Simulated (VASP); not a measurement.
Input of a VASP 6.6.1 run:

POSCAR

```
InP
1.0
    0.0000000000      2.9617002776      2.9305000000
    2.9617002776      0.0000000000      2.9305000000
    2.9617002776      2.9617002776      0.0000000000
In P
1 1
Direct
    0.0000000000      0.0000000000      0.0000000000
    0.7500000000      0.7500000000      0.7500000000
```

File INCAR.step1:

```
SYSTEM = InP
PREC     = Accurate       ! precision mode
ENCUT    = 550            ! plane-wave cutoff, eV
ISMEAR   = 0              ! smearing method
SIGMA    = 0.01           ! smearing width, eV
LREAL    = .FALSE.        ! projectors in reciprocal space
LASPH    = .TRUE.         ! aspherical terms in the spheres
NELM     = 120            ! most SCF steps
NBANDS   = 16             ! bands
GGA      = PE             ! functional
ALGO     = Normal         ! electronic algorithm
EDIFF    = 1E-5           ! SCF threshold, eV
LWAVE    = .TRUE.         ! write WAVECAR
LCHARG   = .FALSE.        ! write CHGCAR
GGA_COMPAT= .FALSE.
```

File INCAR.step2:

```
SYSTEM = InP
PREC     = Accurate       ! precision mode
ENCUT    = 550            ! plane-wave cutoff, eV
EDIFF    = 1E-6           ! SCF threshold, eV
ISMEAR   = 0              ! smearing method
SIGMA    = 0.01           ! smearing width, eV
LREAL    = .FALSE.        ! projectors in reciprocal space
LASPH    = .TRUE.         ! aspherical terms in the spheres
NELM     = 120            ! most SCF steps
ALGO     = Normal         ! electronic algorithm
ISIF     = 2              ! what is computed and relaxed
LWAVE    = .FALSE.        ! write WAVECAR
LCHARG   = .FALSE.        ! write CHGCAR
METAGGA  = R2SCAN         ! meta-GGA
LMIXTAU  = .TRUE.       
NBANDS   = 16             ! bands
ISTART   = 1            
GGA_COMPAT= .FALSE.
```

KPOINTS

```
regular mesh
0
G
  6 6 6
  0 0 0
```

Potentials or basis: VASP PAW PBE potentials, release 64 (In_d, P).

The run is started by

```bash
$ cat potpaw_PBE.64/In_d/POTCAR potpaw_PBE.64/P/POTCAR > POTCAR
$ cp INCAR.step1 INCAR
$ mpirun -np 1 vasp_std > vasp.out
$ cp INCAR.step2 INCAR
$ mpirun -np 1 vasp_std > vasp.out
```

Question: Estimate the band gap on the k mesh.

Answer: 1.01 eV.

Question: Estimate the pressure.

Answer: 0.0 GPa.

Stress tensor (GPa, compression positive):
```
-0.13  0.00  0.00
 0.00 -0.13  0.00
 0.00  0.00  0.34
```

Caveat: the PAW data sets were made with another functional, which shifts forces and pressure a little; spin-orbit coupling is left out, which moves the levels of the heavy elements. r2SCAN opens gaps a little over a GGA but as a rule still falls short of measured ones.
